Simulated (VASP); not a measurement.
# LiH (Fm-3m) in VASP: a series of runs, part 2 of 2

VASP 6.6.1. The steps go on from the part before.

## (3) Single point, r2SCAN

This run uses another cell than the first one, of 8.03 Å³/atom, 1.064 times its volume.

File POSCAR:

```
LiH
1.0
    0.0000000000      2.0023334909      2.0023334909
    2.0023334909      0.0000000000      2.0023334909
    2.0023334909      2.0023334909      0.0000000000
Li H
1 1
Direct
    0.0000000000      0.0000000000      0.0000000000
    0.5000000000      0.5000000000      0.5000000000
```

File INCAR.step1:

```
ALGO = Normal ; EDIFF = 1E-4
ENCUT = 520 ; GGA = PE
ISMEAR = 0 ; LASPH = T
LCHARG = F ; LREAL = F
LWAVE = T ; NBANDS = 9
NELM = 80 ; PREC = Accurate
SIGMA = 0.02
```

File INCAR.step2:

```
ALGO = Normal ; EDIFF = 1E-7
ENCUT = 520 ; ISIF = 2
ISMEAR = 0 ; ISTART = 1
LASPH = T ; LCHARG = F
LMIXTAU = T ; LREAL = F
LWAVE = F ; METAGGA = R2SCAN
NBANDS = 9 ; NELM = 80
PREC = Accurate ; SIGMA = 0.02
```

File KPOINTS:

```
k-points
0
Gamma
  10 10 10
```

Potentials or basis: VASP PAW PBE potentials, release 64 (Li_sv, H).

The run is started by

```bash
$ cat potpaw_PBE.64/Li_sv/POTCAR potpaw_PBE.64/H/POTCAR > POTCAR
$ cp INCAR.step1 INCAR
$ mpirun -np 1 vasp_std > vasp.out
$ cp INCAR.step2 INCAR
$ mpirun -np 1 vasp_std > vasp.out
```

OUTCAR:

```text
EDIFF = 1E-7
   ENCUT = 520
   ISIF = 2
   ISMEAR = 0
   ISTART = 1
   LASPH = T
   LREAL = F
   METAGGA = R2SCAN
   NELM = 80
   PREC = Accurate

 ion  position               nearest neighbor table
   1  0.000  0.000  0.000-
   2  0.500  0.500  0.500-

  LATTYP: Found a face centered cubic cell.
 ALAT       =     4.0046669818

  Lattice vectors:

 A1 = (   0.0000000000,   2.0023334909,   2.0023334909)
 A2 = (   2.0023334909,   0.0000000000,   2.0023334909)
 A3 = (   2.0023334909,   2.0023334909,   0.0000000000)

Analysis of symmetry for initial positions (statically):
=====================================================================
 Subroutine PRICEL returns:
 Original cell was already a primitive cell.

 Routine SETGRP: Setting up the symmetry group for a
 face centered cubic supercell.

 Subroutine GETGRP returns: Found 48 space group operations
 (whereof 48 operations were pure point group operations)
 out of a pool of 48 trial point group operations.

The static configuration has the point symmetry O_h .

Analysis of symmetry for dynamics (positions and initial velocities):
=====================================================================
 Subroutine PRICEL returns:
 Original cell was already a primitive cell.

 Routine SETGRP: Setting up the symmetry group for a
 face centered cubic supercell.

 Subroutine GETGRP returns: Found 48 space group operations
 (whereof 48 operations were pure point group operations)
 out of a pool of 48 trial point group operations.

The dynamic configuration has the point symmetry O_h .

 Subroutine INISYM returns: Found 48 space group operations
 (whereof 48 operations are pure point group operations),
 and found     1 'primitive' translations

----------------------------------------------------------------------------------------

                                     Primitive cell

  volume of cell :      16.0561

  direct lattice vectors                    reciprocal lattice vectors
     0.000000000  2.002333491  2.002333491    -0.249708654  0.249708654  0.249708654
     2.002333491  0.000000000  2.002333491     0.249708654 -0.249708654  0.249708654
     2.002333491  2.002333491  0.000000000     0.249708654  0.249708654 -0.249708654

  length of vectors
     2.831727179  2.831727179  2.831727179     0.432508075  0.432508075  0.432508075

  position of ions in fractional coordinates (direct lattice)
     0.000000000  0.000000000  0.000000000
     0.500000000  0.500000000  0.500000000

  ion indices of the primitive-cell ions
   primitive index   ion index
                 1           1
                 2           2

----------------------------------------------------------------------------------------

 KPOINTS: k-points

Automatic generation of k-mesh.
 Grid dimensions read from file:
 generate k-points for:   10   10   10

 Generating k-lattice:

  Cartesian coordinates                     Fractional coordinates (reciprocal lattice)
    -0.024970865  0.024970865  0.024970865     0.100000000  0.000000000  0.000000000
     0.024970865 -0.024970865  0.024970865     0.000000000  0.100000000  0.000000000
     0.024970865  0.024970865 -0.024970865     0.000000000  0.000000000  0.100000000

  Length of vectors
     0.043250808  0.043250808  0.043250808

  Shift w.r.t. Gamma in fractional coordinates (k-lattice)
     0.000000000  0.000000000  0.000000000

 Subroutine IBZKPT returns following result:
 ===========================================

 Found     47 irreducible k-points:

 Following reciprocal coordinates:
            Coordinates               Weight
  0.000000  0.000000  0.000000      1.000000
  0.100000  0.000000  0.000000      8.000000
  0.200000  0.000000  0.000000      8.000000
  0.300000  0.000000  0.000000      8.000000
  0.400000  0.000000  0.000000      8.000000
  0.500000  0.000000  0.000000      4.000000
[... 16 lines left out ...]
  0.300000  0.300000  0.000000      6.000000
  0.400000  0.300000  0.000000     24.000000
 [... further k-points ...]
   k-points           NKPTS =     47   k-points in BZ     NKDIM =     47   number of bands    NBANDS=      9
   number of dos      NEDOS =    301   number of ions     NIONS =      2
   total plane-waves  NPLWV =  13824
   dimension x,y,z NGX =    24 NGY =   24 NGZ =   24
   dimension x,y,z NGXF=    48 NGYF=   48 NGZF=   48
   ions per type =               1   1
   NGX,Y,Z   is equivalent  to a cutoff of  14.09, 14.09, 14.09 a.u.
   NGXF,Y,Z  is equivalent  to a cutoff of  28.18, 28.18, 28.18 a.u.
 SYSTEM =  unknown system
   PREC   = accura    normal or accurate (medium, high low for compatibility)
   ISTART =      1    job   : 0-new  1-cont  2-samecut
   ICHARG =      0    charge: 1-file 2-atom 10-const
   ISPIN  =      1    spin polarized calculation?
   LNONCOLLINEAR =      F non collinear calculations
   LSORBIT =      F    spin-orbit coupling
   LASPH  =      T    aspherical Exc in radial PAW
   ENCUT  =  520.0 eV  38.22 Ry    6.18 a.u.   5.27  5.27  5.27*2*pi/ulx,y,z
   NELM   =     80;   NELMIN=  2; NELMDL=  0     # of ELM steps
   EDIFF  = 0.1E-06   stopping-criterion for ELM
   LREAL  =      F    real-space projection
   EDIFFG = 0.1E-05   stopping-criterion for IOM
   NSW    =      0    number of steps for IOM
   IBRION =     -1    ionic relax: 0-MD 1-quasi-New 2-CG
   NFREE  =      0    steps in history (QN), initial steepest desc. (CG)
   ISIF   =      2    stress and relaxation
   ISYM   =      2    0-nonsym 1-usesym 2-fastsym
   POTIM  = 0.5000    time-step for ionic-motion
   TEBEG  =    0.0;   TEEND  =   0.0 temperature during run
   PSTRESS=    0.0 pullay stress
   NELECT =       4.0000    total number of electrons
   NUPDOWN=      -1.0000    fix difference up-down
   EMIN   =  10.00;   EMAX   =-10.00  energy-range for DOS
   EFERMI =   0.00;   METHOD = LEGACY
   ISMEAR =     0;   SIGMA  =   0.02  broadening in eV -4-tet -1-fermi 0-gaus
   EFERMI_NEDOS =   21; number of points for ismear=-14 and -15
   IALGO  =     38    algorithm
   IMIX   =      4    mixing-type and parameters
     AMIX     =   0.40;   BMIX     =  1.00
     AMIX_MAG =   1.60;   BMIX_MAG =  1.00
  volume/ion in A,a.u.               =       8.03        54.18
  Fermi-wavevector in a.u.,A,eV,Ry     =   1.030106  1.946617 14.437381  1.061118
  Thomas-Fermi vector in A             =   2.164187
   LORBIT       =      0    0 simple, 1 ext, 2 COOP (PROOUT), +10 PAW based schemes
   METAGGA = R2SCAN    functional components
   LHFCALC =     F    Hartree Fock is set to
   AEXX    =    0.0000 exact exchange contribution
   IVDW    =     0    specifies the selected vdW correction
   LEPSILON=     F    determine dielectric tensor
   LRPA    =     F    only Hartree local field effects (RPA)
 non-spin polarized calculation
 Gauss-broadening in eV      SIGMA  =   0.02
  energy-cutoff  :      520.00
  volume of cell :       16.06
 maximum number of plane-waves:       444
 NGX is ok and might be reduce to    24
   NGX = 11   NGY = 11   NGZ = 11

 number of electron       3.9999995 magnetization

 Free energy of the ion-electron system (eV)
  ---------------------------------------------------
  ext. energy  EPLUGINS =         0.00000000
  ---------------------------------------------------
  free energy    TOTEN  =        -6.81762088 eV

  energy without entropy =       -6.81762088  energy(sigma->0) =       -6.81762088

 E-fermi :   0.0718     XC(G=0):  -8.8337

 val. band max:       -0.1734423054   @ k =   0.5000   0.5000   0.0000
 cond. band min:       3.4078345411   @ k =   0.5000   0.5000   0.0000
 fundamental gap:      3.5812768465
 Fermi energy:         0.0717653265

 k-point     1 :       0.0000    0.0000    0.0000
  band No.  band energies     occupation
      1     -45.9042      2.00000
      2      -5.6300      2.00000
      3      17.5057      0.00000
      4      19.2567      0.00000
      5      19.2567      0.00000
      6      19.2573      0.00000
      7      23.6870      0.00000
      8      23.6870      0.00000
      9      23.6872      0.00000

 k-point     2 :       0.1000    0.0000    0.0000
  band No.  band energies     occupation
      1     -45.9000      2.00000
      2      -5.4497      2.00000
      3      15.7240      0.00000
      4      18.2443      0.00000
      5      18.8020      0.00000
      6      18.8025      0.00000
      7      23.4578      0.00000
      8      24.6689      0.00000
      9      24.6691      0.00000
[... 253 lines left out ...]
 k-point    24 :       0.4000    0.3000    0.0000
  band No.  band energies     occupation
      1     -45.8567      2.00000
      2      -2.4496      2.00000
      3       7.1829      0.00000
      4      11.2446      0.00000
      5      12.6265      0.00000
      6      17.3294      0.00000
      7      19.2192      0.00000
      8      31.1143      0.00000
      9      31.7778      0.00000

 [... further k-points ...]
[... 5 lines left out ...]
  --------------------------------------------------------------------------------------
  -------------------------------------------------------------------------------------
  Total       -0.0498524     -0.0498524     -0.0498524      0.0000000      0.0000000      0.0000000
  in kB       -4.9745911     -4.9745911     -4.9745911      0.0000000      0.0000000      0.0000000
  external PRESSURE =      -4.9745911 kB  Pullay stress =       0.0000000 kB

 VOLUME and BASIS-vectors are now :
 -----------------------------------------------------------------------------
  energy-cutoff  :      520.00
  volume of cell :       16.06
      direct lattice vectors                 reciprocal lattice vectors
     0.000000000  2.002333491  2.002333491    -0.249708654  0.249708654  0.249708654
     2.002333491  0.000000000  2.002333491     0.249708654 -0.249708654  0.249708654
     2.002333491  2.002333491  0.000000000     0.249708654  0.249708654 -0.249708654

 POSITION                                       TOTAL-FORCE (eV/Angst)
 -----------------------------------------------------------------------------------
      0.00000      0.00000      0.00000         0.000000     -0.000000      0.000000
      2.00233      2.00233      2.00233         0.000000      0.000000      0.000000
 -----------------------------------------------------------------------------------
    total drift:                                0.000000     -0.000000     -0.000000

  FREE ENERGIE OF THE ION-ELECTRON SYSTEM (eV)
  ---------------------------------------------------
  free  energy   TOTEN  =        -6.8176208816 eV

  energy  without entropy=       -6.8176208816  energy(sigma->0) =       -6.81762088
```

OSZICAR.step1:

```text
N       E                     dE             d eps       ncg     rms          rms(c)
DAV:   1    -0.187674268958E+01   -0.18767E+01   -0.15299E+03   862   0.415E+02
DAV:   2    -0.632247668541E+01   -0.44457E+01   -0.44270E+01  1194   0.548E+01
DAV:   3    -0.636961971624E+01   -0.47143E-01   -0.47128E-01  1012   0.489E+00
DAV:   4    -0.636982112799E+01   -0.20141E-03   -0.20135E-03  1148   0.288E-01
DAV:   5    -0.636982274782E+01   -0.16198E-05   -0.16198E-05  1017   0.194E-02    0.288E+00
DAV:   6    -0.618679730094E+01    0.18303E+00   -0.14832E-01   948   0.120E+00    0.144E+00
DAV:   7    -0.612535822172E+01    0.61439E-01   -0.19235E-01   994   0.154E+00    0.220E-01
DAV:   8    -0.612715290708E+01   -0.17947E-02   -0.43573E-03   999   0.431E-01    0.424E-02
DAV:   9    -0.612708779636E+01    0.65111E-04   -0.15202E-04  1059   0.487E-02
   1 F= -.61270878E+01 E0= -.61270878E+01  d E =-.105133E-78
```

Run time: 14 s. Hardware: 1 thread of Intel Xeon 6975P-C (Granite Rapids), shared host; peak memory 0.14 GiB.

Results:

- Free energy: -6.8176 eV
- Band gap on the k mesh: 3.58 eV, direct

Caveat: the cutoff is under 1.25 times the usual one of these potentials, so pressure, stress and relaxed cells hold a basis-set (Pulay) error; the PAW data sets were made with another functional, which shifts forces and pressure a little. A k mesh can miss the band edges.

## (4) Single point, r2SCAN

This run uses another cell than the first one, of 8.03 Å³/atom, 1.064 times its volume.

POSCAR is that of step 3.

File INCAR.step1:

```
SYSTEM = LiH
ALGO = Normal ; EDIFF = 1E-4
ENCUT = 520 ; GGA = PE
ISMEAR = 0 ; LASPH = .TRUE.
LCHARG = .FALSE. ; LREAL = .FALSE.
LWAVE = .TRUE. ; NBANDS = 9
NELM = 80 ; PREC = Accurate
SIGMA = 0.02
```

File INCAR.step2:

```
SYSTEM = LiH
ALGO = Normal ; EDIFF = 1E-6
ENCUT = 520 ; ISIF = 2
ISMEAR = 0 ; ISTART = 1
LASPH = .TRUE. ; LCHARG = .FALSE.
LMIXTAU = .TRUE. ; LREAL = .FALSE.
LWAVE = .FALSE. ; METAGGA = R2SCAN
NBANDS = 9 ; NELM = 80
PREC = Accurate ; SIGMA = 0.02
```

File KPOINTS:

```
k-points
0
G
  10 10 10
  0 0 0
```

Potentials or basis: VASP PAW PBE potentials, release 64 (Li_sv, H).

The run is started by

```bash
$ cat potpaw_PBE.64/Li_sv/POTCAR potpaw_PBE.64/H/POTCAR > POTCAR
$ cp INCAR.step1 INCAR
$ mpirun -np 1 vasp_std > vasp.out
$ cp INCAR.step2 INCAR
$ mpirun -np 1 vasp_std > vasp.out
```

OUTCAR:

```text
SYSTEM = LiH
   EDIFF = 1E-6
   ENCUT = 520
   ISIF = 2
   ISMEAR = 0
   ISTART = 1
   LASPH = .TRUE.
   LREAL = .FALSE.
   METAGGA = R2SCAN
   NELM = 80
   PREC = Accurate

 ion  position               nearest neighbor table
   1  0.000  0.000  0.000-
   2  0.500  0.500  0.500-

  LATTYP: Found a face centered cubic cell.
 ALAT       =     4.0046669818

  Lattice vectors:

 A1 = (   0.0000000000,   2.0023334909,   2.0023334909)
[... 464 lines left out ...]
      2      -2.4496      2.00000
      3       7.1829      0.00000
      4      11.2447      0.00000
      5      12.6267      0.00000
      6      17.3295      0.00000
      7      19.2196      0.00000
      8      31.1145      0.00000
      9      31.7781      0.00000

 [... further k-points ...]
[... 5 lines left out ...]
  --------------------------------------------------------------------------------------
  -------------------------------------------------------------------------------------
  Total       -0.0495973     -0.0495973     -0.0495973      0.0000000      0.0000000     -0.0000000
  in kB       -4.9491405     -4.9491405     -4.9491405      0.0000000      0.0000000     -0.0000000
  external PRESSURE =      -4.9491405 kB  Pullay stress =       0.0000000 kB

 VOLUME and BASIS-vectors are now :
 -----------------------------------------------------------------------------
  energy-cutoff  :      520.00
  volume of cell :       16.06
      direct lattice vectors                 reciprocal lattice vectors
     0.000000000  2.002333491  2.002333491    -0.249708654  0.249708654  0.249708654
     2.002333491  0.000000000  2.002333491     0.249708654 -0.249708654  0.249708654
     2.002333491  2.002333491  0.000000000     0.249708654  0.249708654 -0.249708654

 POSITION                                       TOTAL-FORCE (eV/Angst)
 -----------------------------------------------------------------------------------
      0.00000      0.00000      0.00000         0.000000     -0.000000     -0.000000
      2.00233      2.00233      2.00233        -0.000000      0.000000      0.000000
 -----------------------------------------------------------------------------------
    total drift:                                0.000000     -0.000000     -0.000000

  FREE ENERGIE OF THE ION-ELECTRON SYSTEM (eV)
  ---------------------------------------------------
  free  energy   TOTEN  =        -6.8176196750 eV

  energy  without entropy=       -6.8176196750  energy(sigma->0) =       -6.81761968
```

OSZICAR.step1:

```text
N       E                     dE             d eps       ncg     rms          rms(c)
DAV:   1    -0.187674268958E+01   -0.18767E+01   -0.15299E+03   862   0.415E+02
DAV:   2    -0.632247668541E+01   -0.44457E+01   -0.44270E+01  1194   0.548E+01
DAV:   3    -0.636961971624E+01   -0.47143E-01   -0.47128E-01  1012   0.489E+00
DAV:   4    -0.636982112799E+01   -0.20141E-03   -0.20135E-03  1148   0.288E-01
DAV:   5    -0.636982274782E+01   -0.16198E-05   -0.16198E-05  1017   0.194E-02    0.288E+00
DAV:   6    -0.618679730094E+01    0.18303E+00   -0.14832E-01   948   0.120E+00    0.144E+00
DAV:   7    -0.612535822172E+01    0.61439E-01   -0.19235E-01   994   0.154E+00    0.220E-01
DAV:   8    -0.612715290708E+01   -0.17947E-02   -0.43573E-03   999   0.431E-01    0.424E-02
DAV:   9    -0.612708779636E+01    0.65111E-04   -0.15202E-04  1059   0.487E-02
   1 F= -.61270878E+01 E0= -.61270878E+01  d E =-.105133E-78
```

It took 13 s on 1 thread of Intel Xeon 6975P-C (Granite Rapids), shared host; peak memory 0.13 GiB.

What came out:

| Item | Value |
| --- | --- |
| Free energy | -6.8176 eV |
| Band gap on the k mesh | 3.58 eV, direct |

Caveat: the cutoff is under 1.25 times the usual one of these potentials, so pressure, stress and relaxed cells hold a basis-set (Pulay) error; the PAW data sets were made with another functional, which shifts forces and pressure a little.
